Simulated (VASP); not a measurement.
Wanted: the native input for a VASP 6.6.1 run.

```
Task                   : relaxation of cell and atoms
Functional             : PBE
Potentials or basis    : VASP PAW PBE potentials, release 64 (Al)
Cutoff                 : 600 eV
k mesh                 : 8 × 8 × 11
Occupations            : fermi-dirac, width 0.05 eV
Spin                   : no spin polarisation
Target pressure        : 2.6 GPa
Dipole correction      : no
Further INCAR settings : ALGO = Normal; EDIFF = 1e-07; IBRION = 2; EDIFFG = -0.005; NSW = 32; ISIF = 3
```

The structure of Al lies in POSCAR:

```
Al
1.0
    4.5319192578      0.0000000000      0.0000000000
   -2.2659596289      3.9247572052      0.0000000000
    0.0000000000      0.0000000000      2.7990514900
Al
3
Direct
    0.0000000000      0.0000000000      0.0000000000
    0.3333333333      0.6666666667      0.5000000000
    0.6666666667      0.3333333333      0.5000000000
```

The input as run:

INCAR

```
SYSTEM = Al
PREC = Accurate
ENCUT = 600
EDIFF = 1E-7
ISMEAR = -1
SIGMA = 0.05
LREAL = .FALSE.
LASPH = .TRUE.
NELM = 80
ALGO = Normal
ISIF = 3
LWAVE = .FALSE.
LCHARG = .FALSE.
GGA = PE
IBRION = 2
NSW = 32
EDIFFG = -0.005
PSTRESS = 26.0
```

KPOINTS

```
regular mesh
0
G
  8 8 11
  0 0 0
```

Potentials or basis: VASP PAW PBE potentials, release 64 (Al).

Launch:

```console
$ cat potpaw_PBE.64/Al/POTCAR > POTCAR
$ mpirun -np 1 vasp_std > vasp.out
```

It gave:

- Pressure after relaxing: 2.6 GPa

Caveat: the relaxation stopped at its first step, so nothing moved; the cell is relaxed towards a set pressure, so the enthalpy falls and the energy may rise.

Run time: 12 s on 1 thread of AMD EPYC 9R45 96-Core Processor (Zen 5), with other jobs on the host, peak memory 0.15 GiB.
